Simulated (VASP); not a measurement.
CsPbBr3: single point with PBEsol

The system is CsPbBr3.

```
Cs Pb Br
1.0
     5.87000    0.00000    0.00000
     0.00000    5.69390    0.00000
     0.00000    0.00000    5.87000
Cs Pb Br
1 1 3
Direct
  0.00000 0.00000 0.00000
  0.50000 0.50000 0.50000
  0.00000 0.50000 0.50000
  0.50000 0.00000 0.50000
  0.50000 0.50000 0.00000
```

This cell differs from its parent crystal: strain -0.0300 x Voigt [0, 1, 0, 0, 0, 0].

| Property | Result |
| --- | --- |
| Program | VASP 6.6.1 |
| Task | single point |
| Functional | PBEsol |
| Potentials or basis | VASP PAW PBE potentials, release 64 (Cs_sv, Pb_d, Br) |
| Cutoff | 520 eV |
| k mesh | 6 × 6 × 6 |
| Occupations | gaussian, width 0.05 eV |
| Spin | no spin polarisation |

The pressure is 0.8 GPa and the band gap on the k mesh is 1.20 eV.

Stress tensor (GPa, compression positive):
```
0.23 0.00 0.00
0.00 1.90 0.00
0.00 0.00 0.23
```

Levels at points of the mesh, in eV from the valence-band top:
| k point | band 19 | band 20 | band 21 | band 22 | band 23 | band 24 | band 25 | band 26 |
| --- | --- | --- | --- | --- | --- | --- | --- | --- |
| (0.00, 0.00, 0.00) | -2.39 | -2.28 | -2.28 | -2.28 | 2.69 | 3.74 | 3.81 | 4.46 |
| (0.50, 0.00, 0.00) | -2.53 | -2.41 | -2.40 | -1.65 | 2.38 | 4.16 | 4.77 | 4.81 |
| (0.00, 0.50, 0.00) | -2.56 | -2.41 | -2.41 | -1.41 | 2.49 | 4.28 | 4.81 | 5.00 |
| (0.50, 0.50, 0.00) | -2.65 | -2.49 | -1.90 | -0.70 | 1.77 | 2.00 | 4.57 | 4.92 |
| (0.50, 0.00, 0.50) | -2.62 | -2.50 | -1.93 | -0.91 | 1.89 | 1.89 | 4.92 | 5.08 |
| (0.50, 0.50, 0.50) | -1.91 | -1.88 | -1.88 | 0.00 | 1.20 | 1.20 | 1.43 | 4.20 |

It took 5.3 min on 1 thread of AMD EPYC 7R13, with other jobs on the host, peak memory 0.42 GiB.

Caveat: the cell differs from its parent crystal (strain -0.0300 x Voigt [0, 1, 0, 0, 0, 0]); the PAW data sets were made with another functional, which shifts forces and pressure a little; spin-orbit coupling is left out, which moves the levels of the heavy elements. A k mesh can miss the band edges.
